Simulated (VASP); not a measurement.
A run of VASP 6.6.1 is set up as follows.

The input INCAR:

```
SYSTEM = HC32F
PREC = Accurate ; ENCUT = 520
EDIFF = 1E-6 ; ISMEAR = 0
SIGMA = 0.05 ; LREAL = Auto
LASPH = .True. ; NELM = 100
ALGO = Normal ; ISIF = 2
LWAVE = .False. ; LCHARG = .True.
GGA = PE ; IVDW = 12
LELF = .True. ; LVHAR = .True.
NBANDS = 91
```

KPOINTS

```
Automatic mesh
0
Gamma
  2 2 1
  0 0 0
```

File POSCAR:

```
HC32F
1.0
    9.8640000000      0.0000000000      0.0000000000
   -4.9320000000      8.5424750000      0.0000000000
    0.0000000000      0.0000000000     12.0000000000
C F H
32 1 1
Direct
    0.0000000000      0.0000000000      0.0833333000
    0.1666667000      0.0833333000      0.0833333000
    0.0000000000      0.2500000000      0.0833333000
    0.1666667000      0.3333333000      0.0833333000
    0.0000000000      0.5000000000      0.0833333000
    0.1666667000      0.5833333000      0.0833333000
    0.0000000000      0.7500000000      0.0833333000
    0.1666667000      0.8333333000      0.0833333000
    0.2500000000      0.0000000000      0.0833333000
    0.4166667000      0.0833333000      0.0833333000
    0.2500000000      0.2500000000      0.0833333000
    0.4166667000      0.3333333000      0.0833333000
    0.2500000000      0.5000000000      0.0833333000
    0.4166667000      0.5833333000      0.0833333000
    0.2500000000      0.7500000000      0.0833333000
    0.4166667000      0.8333333000      0.0833333000
    0.5000000000      0.0000000000      0.0833333000
    0.6666667000      0.0833333000      0.0833333000
    0.5000000000      0.2500000000      0.0833333000
    0.6666667000      0.3333333000      0.0833333000
    0.5000000000      0.5000000000      0.0833333000
    0.6666667000      0.5833333000      0.0833333000
    0.5000000000      0.7500000000      0.0833333000
    0.6666667000      0.8333333000      0.0833333000
    0.7500000000      0.0000000000      0.0833333000
    0.9166667000      0.0833333000      0.0833333000
    0.7500000000      0.2500000000      0.0833333000
    0.9166667000      0.3333333000      0.0833333000
    0.7500000000      0.5000000000      0.0833333000
    0.9166667000      0.5833333000      0.0833333000
    0.7500000000      0.7500000000      0.0833333000
    0.9166667000      0.8333333000      0.0833333000
    0.2701123000      0.2981909000      0.2400000000
    0.2089267000      0.1996433000      0.2733333000
```

Potentials or basis: VASP PAW PBE potentials, release 64 (C, F, H).

Run with:

```console
$ cat potpaw_PBE.64/C/POTCAR potpaw_PBE.64/F/POTCAR potpaw_PBE.64/H/POTCAR > POTCAR
$ mpirun -np 1 vasp_std > vasp.out
```

(1) Estimate the largest force.

(2) What does it give for the dispersion energy per atom?

(3) Estimate the band gap on the k mesh.

Answers

(1) 5.187 eV/Å.

(2) -0.087 eV.

(3) 1.80 eV (least direct gap 1.81 eV).
